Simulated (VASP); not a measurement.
Set up this calculation in VASP 6.6.1, as the native input.

| Quantity | Value |
| --- | --- |
| Task | single point |
| Functional | PBEsol |
| Potentials or basis | VASP PAW PBE potentials, release 64 (Cd) |
| Cutoff | 500 eV |
| k mesh | 7 × 7 × 7 |
| Occupations | fermi-dirac, width 0.05 eV |
| Spin | no spin polarisation |
| Dipole correction | no |
| Further INCAR settings | ALGO = Normal; EDIFF = 1e-06; NBANDS = 12 |

The structure of Cd lies in POSCAR:

```
Cd
1.0
    2.9128993253      0.0000000000      0.0000000000
    0.0000000000      2.9128993253      0.0000000000
    0.0000000000      0.0000000000      2.9128993253
Cd
1
Direct
    0.0000000000      0.0000000000      0.0000000000
```

This isn't the form of Cd at room conditions, which is hcp.

These files were run (other wordings do the same):

INCAR

```
SYSTEM = Cd
PREC = Accurate
ENCUT = 500
EDIFF = 1E-6
ISMEAR = -1
SIGMA = 0.05
LREAL = .False.
LASPH = .True.
NELM = 120
ALGO = Normal
ISIF = 2
LWAVE = .False.
LCHARG = .False.
GGA = PS
NBANDS = 12
GGA_COMPAT = .False.
```

KPOINTS

```
Automatic mesh
0
Gamma
  7 7 7
  0 0 0
```

Potentials or basis: VASP PAW PBE potentials, release 64 (Cd).

Run with:

```sh
$ cat potpaw_PBE.64/Cd/POTCAR > POTCAR
$ mpirun -np 1 vasp_std > vasp.out
```

Results of the run:

| Quantity | Value |
| --- | --- |
| Pressure | 0.3 GPa |
| Band gap on the k mesh | zero (bands 6 and 7 overlap by 3.51 eV) |

Caveat: the PAW data sets were made with another functional, which shifts forces and pressure a little.

It took 3.7 s on 1 thread of Intel(R) Xeon(R) Platinum 8259CL CPU @ 2.50GHz (Skylake/Cascade Lake), with other jobs on the host, peak memory 0.13 GiB.
